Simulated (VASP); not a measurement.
# Rh (P6_3/mmc) in VASP: further runs, part 2 of 2

VASP 6.6.1.

### Step 3. Single point, PBE, collinear spin, ferromagnetic start (13.25 Å³/atom)

This run uses another cell than the first one, of 13.25 Å³/atom.

Contents of INCAR:

```
  PREC = Accurate
  ENCUT = 500
  EDIFF = 1E-6
  ISMEAR = 0
  SIGMA = 0.15
  LREAL = F
  LASPH = T
  NELM = 200
  ALGO = Normal
  ISIF = 2
  LWAVE = F
  LCHARG = F
  ISPIN = 2
  MAGMOM = 0.75 0.75
  LORBIT = 11
  NUPDOWN = 1.5
  LMAXMIX = 4
  GGA = PE
  NBANDS = 26
  GGA_COMPAT = F
```

Contents of KPOINTS:

```
Automatic mesh
0
Gamma
  21 21 12
```

Contents of POSCAR:

```
Rh
1.0
    2.6692693142      0.0000000000      0.0000000000
   -1.3346346571      2.3116550356      0.0000000000
    0.0000000000      0.0000000000      4.2956488669
Rh
2
Direct
    0.6666666667      0.3333333333      0.7500000000
    0.3333333333      0.6666666667      0.2500000000
```

Potentials or basis: VASP PAW PBE potentials, release 64 (Rh_pv).

Started as:

```bash
> cat potpaw_PBE.64/Rh_pv/POTCAR > POTCAR
> mpirun -np 1 vasp_std > vasp.out
```

OUTCAR:

```text
PREC = Accurate
   ENCUT = 500
   EDIFF = 1E-6
   ISMEAR = 0
   LREAL = F
   LASPH = T
   NELM = 200
   ISIF = 2
   ISPIN = 2
   LORBIT = 11
   NUPDOWN = 1.5
   GGA = PE

 ion  position               nearest neighbor table
   1  0.667  0.333  0.750-   2 2.64   2 2.64   2 2.64   2 2.64   2 2.64   2 2.64
   2  0.333  0.667  0.250-   1 2.64   1 2.64   1 2.64   1 2.64   1 2.64   1 2.64

  LATTYP: Found a hexagonal cell.
 ALAT       =     2.6692693142
 C/A-ratio  =     1.6092976621

  Lattice vectors:

 A1 = (   2.6692693142,   0.0000000000,   0.0000000000)
 A2 = (  -1.3346346571,   2.3116550356,   0.0000000000)
 A3 = (   0.0000000000,   0.0000000000,   4.2956488669)

Analysis of symmetry for initial positions (statically):
=====================================================================
 Subroutine PRICEL returns:
 Original cell was already a primitive cell.

 Routine SETGRP: Setting up the symmetry group for a
 hexagonal supercell.

 Subroutine GETGRP returns: Found 24 space group operations
 (whereof 12 operations were pure point group operations)
 out of a pool of 24 trial point group operations.

The static configuration has the point symmetry D_3d.
 The point group associated with its full space group is D_6h.

Analysis of symmetry for dynamics (positions and initial velocities):
=====================================================================
 Subroutine PRICEL returns:
 Original cell was already a primitive cell.

 Routine SETGRP: Setting up the symmetry group for a
 hexagonal supercell.

 Subroutine GETGRP returns: Found 24 space group operations
 (whereof 12 operations were pure point group operations)
 out of a pool of 24 trial point group operations.

The dynamic configuration has the point symmetry D_3d.
 The point group associated with its full space group is D_6h.

Analysis of structural, dynamic, and magnetic symmetry:
[... 151 lines left out ...]
 number of electron      29.9999993 magnetization       1.5000000

 Free energy of the ion-electron system (eV)
  ---------------------------------------------------
  ext. energy  EPLUGINS =         0.00000000
  ---------------------------------------------------
  free energy    TOTEN  =       -14.21670534 eV

  energy without entropy =      -14.18164688  energy(sigma->0) =      -14.19917611

 E-fermi :  12.4049     XC(G=0): -14.2625

 val. band max:       12.8249052619   @ k =   0.1429   0.1429   0.0833
 cond. band min:      12.4055489705   @ k =   0.2857   0.0476   0.2500
 fundamental gap:     -0.4193562914
 Fermi energy:        12.8262156620

 spin component 1

 k-point     1 :       0.0000    0.0000    0.0000
  band No.  band energies     occupation
      1     -34.9554      1.00000
      2     -34.2250      1.00000
      3     -34.2250      1.00000
      4     -34.1017      1.00000
      5     -34.1017      1.00000
      6     -34.1002      1.00000
[... 685 lines left out ...]
     25      32.6464      0.00000
     26      33.1652      0.00000

 [... further k-points ...]

 spin component 2

 k-point     1 :       0.0000    0.0000    0.0000
  band No.  band energies     occupation
      1     -34.3299      1.00000
      2     -33.6066      1.00000
      3     -33.6066      1.00000
      4     -33.4817      1.00000
      5     -33.4817      1.00000
      6     -33.4594      1.00000
[... 685 lines left out ...]
     25      33.6081      0.00000
     26      33.6096      0.00000

 [... further k-points ...]

------------------------ aborting loop because EDIFF is reached ----------------------------------------

  FORCE on cell =-STRESS in cart. coord.  units (eV):
  Direction    XX          YY          ZZ          XY          YZ          ZX
  --------------------------------------------------------------------------------------
  -------------------------------------------------------------------------------------
  Total        3.6730498      3.6730498      3.8275816      0.0000000     -0.0000000      0.0000000
  in kB      222.0205671    222.0205671    231.3613697      0.0000000     -0.0000000      0.0000000
  external PRESSURE =     225.1341680 kB  Pullay stress =       0.0000000 kB

 VOLUME and BASIS-vectors are now :
 -----------------------------------------------------------------------------
  energy-cutoff  :      500.00
  volume of cell :       26.51
      direct lattice vectors                 reciprocal lattice vectors
     2.669269314  0.000000000  0.000000000     0.374634360  0.216295248  0.000000000
    -1.334634657  2.311655036  0.000000000     0.000000000  0.432590497  0.000000000
     0.000000000  0.000000000  4.295648867     0.000000000  0.000000000  0.232793701

 POSITION                                       TOTAL-FORCE (eV/Angst)
 -----------------------------------------------------------------------------------
      1.33463      0.77055      3.22174         0.000000      0.000000      0.000000
     -0.00000      1.54110      1.07391        -0.000000     -0.000000      0.000000
 -----------------------------------------------------------------------------------
    total drift:                               -0.000000      0.000000     -0.000000

  FREE ENERGIE OF THE ION-ELECTRON SYSTEM (eV)
  ---------------------------------------------------
  free  energy   TOTEN  =       -14.2167053361 eV

  energy  without entropy=      -14.1816468841  energy(sigma->0) =      -14.19917611

 total charge

# of ion       s       p       d       tot
------------------------------------------
    1        0.426   6.325   7.113  13.863
    2        0.426   6.325   7.113  13.863
--------------------------------------------------
tot          0.852  12.649  14.225  27.726

 magnetization (x)

# of ion       s       p       d       tot
------------------------------------------
    1       -0.001  -0.001   0.748   0.746
    2       -0.001  -0.001   0.748   0.746
--------------------------------------------------
tot         -0.002  -0.002   1.496   1.493
```

stdout:

```text
POSCAR found type information on POSCAR Rh
 POSCAR found :  1 types and       2 ions
 scaLAPACK will be used
 LDA part: xc-table for (Slater+PW92), standard interpolation
 POSCAR, INCAR and KPOINTS ok, starting setup
 FFT: planning ... GRIDC
 FFT: planning ... GRID_SOFT
 FFT: planning ... GRID
 WAVECAR not read
 entering main loop
```

Wall time 3.5 min (1 thread of Intel Xeon Platinum 8488C (Sapphire Rapids), shared host); peak memory 0.37 GiB.

What came out:

* Free energy: -14.2167 eV
* Pressure: 22.5 GPa
* Net moment: 1.50 μB per cell
* Site moments: Rh +0.75 μB
* Valence electrons inside the program's atomic spheres: Rh 13.86

Caveat: the cell stands under pressure; the total moment is fixed, so each spin has its own Fermi level and the state may be an excited one.

### Step 4. Single point, PBE, collinear spin, ferromagnetic start (12.41 Å³/atom)

This run uses another cell than the first one, of 12.41 Å³/atom.

Contents of INCAR:

```
SYSTEM = Rh
  PREC = Accurate
  ENCUT = 500
  EDIFF = 1E-6
  ISMEAR = 0
  SIGMA = 0.15
  LREAL = .FALSE.
  LASPH = .TRUE.
  NELM = 200
  ALGO = Normal
  ISIF = 2
  LWAVE = .FALSE.
  LCHARG = .FALSE.
  ISPIN = 2
  MAGMOM = 0.375 0.375
  LORBIT = 11
  NUPDOWN = 0.75
  LMAXMIX = 4
  GGA = PE
  NBANDS = 26
  GGA_COMPAT = .FALSE.
```

Contents of KPOINTS:

```
Automatic mesh
0
G
  21 21 12
  0 0 0
```

Contents of POSCAR:

```
Rh
1.0
    2.6112187483      0.0000000000      0.0000000000
   -1.3056093742      2.2613817708      0.0000000000
    0.0000000000      0.0000000000      4.2022282270
Rh
2
Direct
    0.6666666667      0.3333333333      0.7500000000
    0.3333333333      0.6666666667      0.2500000000
```

Started as:

```bash
> cat potpaw_PBE.64/Rh_pv/POTCAR > POTCAR
> mpirun -np 1 vasp_std > vasp.out
```

Wall time 2.2 min (1 thread of Intel Xeon 6975P-C (Granite Rapids), shared host); peak memory 0.36 GiB.

The run converged. Its results:

```yaml
Free_energy: -13.9876 eV
Pressure: 46.6 GPa
Net_moment: 0.75 μB per cell
Site_moments: Rh +0.37 μB
Valence_electrons_inside_the_program's_atomic_spheres: Rh 14.00
```

Stress tensor (GPa, compression positive):
```
45.99  0.00  0.00
 0.00 45.99  0.00
 0.00  0.00 47.82
```

Caveat: the cell stands under pressure; the total moment is fixed, so each spin has its own Fermi level and the state may be an excited one.

### Step 5. Single point, PBE, collinear spin, ferromagnetic start (14.94 Å³/atom)

This run uses another cell than the first one, of 14.94 Å³/atom.

Contents of INCAR:

```
PREC = Accurate
ENCUT = 500
EDIFF = 1E-6
ISMEAR = 0
SIGMA = 0.15
LREAL = False
LASPH = True
NELM = 200
ALGO = Normal
ISIF = 2
LWAVE = False
LCHARG = True
ISPIN = 2
MAGMOM = 0.25 0.25
LORBIT = 11
NUPDOWN = 0.5
LMAXMIX = 4
GGA = PE
LELF = True
LVHAR = True
NBANDS = 26
GGA_COMPAT = False
```

Contents of KPOINTS:

```
regular mesh
0
Gamma
  21 21 12
```

Contents of POSCAR:

```
Rh
1.0
    2.7782838484      0.0000000000      0.0000000000
   -1.3891419242      2.4060643917      0.0000000000
    0.0000000000      0.0000000000      4.4710857021
Rh
2
Direct
    0.6666666667      0.3333333333      0.7500000000
    0.3333333333      0.6666666667      0.2500000000
```

Started as:

```bash
> cat potpaw_PBE.64/Rh_pv/POTCAR > POTCAR
> mpirun -np 1 vasp_std > vasp.out
```

It took 3.5 min on 1 thread of Intel Xeon Platinum 8488C (Sapphire Rapids), shared host; peak memory 0.4 GiB.

It converged, with:

| Property | Result |
| --- | --- |
| Free energy | -14.3831 eV |
| Pressure | -12.2 GPa |
| Net moment | 0.50 μB per cell |
| Site moments | Rh +0.25 μB |
| Valence electrons inside the program's atomic spheres | Rh 13.65 |

Stress tensor (GPa, compression positive):
```
-12.18   0.00   0.00
  0.00 -12.18   0.00
  0.00   0.00 -12.30
```

Caveat: the cell stands under tension; the total moment is fixed, so each spin has its own Fermi level and the state may be an excited one.

### Step 6. Overview

| spin | fixed moment (μB) | cell | pressure (GPa) | moment (μB) |
| --- | --- | --- | --- | --- |
| collinear | 0.25 | a = 2.830, b = 2.830, c = 4.554 Å, angles 90.0, 90.0, 120.0°, 2 atoms | -21.2 | 0.25 |
| collinear, ferromagnetic start | 1.5 | a = 2.669, b = 2.669, c = 4.296 Å, angles 90.0, 90.0, 120.0°, 2 atoms | 22.5 | 1.50 |
| collinear, ferromagnetic start | 0.75 | a = 2.611, b = 2.611, c = 4.202 Å, angles 90.0, 90.0, 120.0°, 2 atoms | 46.6 | 0.75 |
| collinear, ferromagnetic start | 0.5 | a = 2.778, b = 2.778, c = 4.471 Å, angles 90.0, 90.0, 120.0°, 2 atoms | -12.2 | 0.50 |

Alike in all rows: task single point; level PBE; potentials or basis VASP PAW PBE potentials, release 64 (Rh_pv); k mesh 21 × 21 × 12; cutoff (eV) 500; smearing gaussian 0.15 eV.

Caveats: the total moment is fixed, so each spin has its own Fermi level and the state may be an excited one; the cell stands under tension (at least some runs); the cell stands under pressure (at least some runs).

Absolute energies hang on the potentials; compare differences alone.
